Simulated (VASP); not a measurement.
HgTe, 2 atoms in the cell. Symmetry: F-43m, No. 216, cubic system. Conventional cell: a = 6.650 Å, b = 6.650 Å, c = 6.650 Å, α = 90.00°, β = 90.00°, γ = 90.00°. Within 3.8 Å of Hg (site symmetry -43m) lie 4 Te at 2.88 Å. Within 3.8 Å of Te (site symmetry -43m) lie 4 Hg at 2.88 Å. 

| Quantity | Value |
| --- | --- |
| Program | VASP 6.6.1 |
| Task | single point |
| Functional | PBE |
| Potentials or basis | VASP PAW PBE potentials, release 64 (Hg, Te) |
| Cutoff | 520 eV |
| k mesh | 12 × 12 × 12 |
| Occupations | gaussian, width 0.1 eV |
| Spin | no spin polarisation |
| Dipole correction | no |
| Further INCAR settings | ALGO = Normal; EDIFF = 1e-07; NBANDS = 16 |

Potentials or basis: VASP PAW PBE potentials, release 64 (Hg, Te).

The run is started by

```console
$ cat potpaw_PBE.64/Hg/POTCAR potpaw_PBE.64/Te/POTCAR > POTCAR
$ mpirun -np 1 vasp_std > vasp.out
```

Hardware: 1 thread of Intel Xeon 8259CL, on a shared host.

How long does it take, and how much memory?

Wall time 2.1 min on 1 thread of Intel Xeon 8259CL, on a shared host, peak memory 0.26 GiB. Counts: scf iterations 13, k points 72.
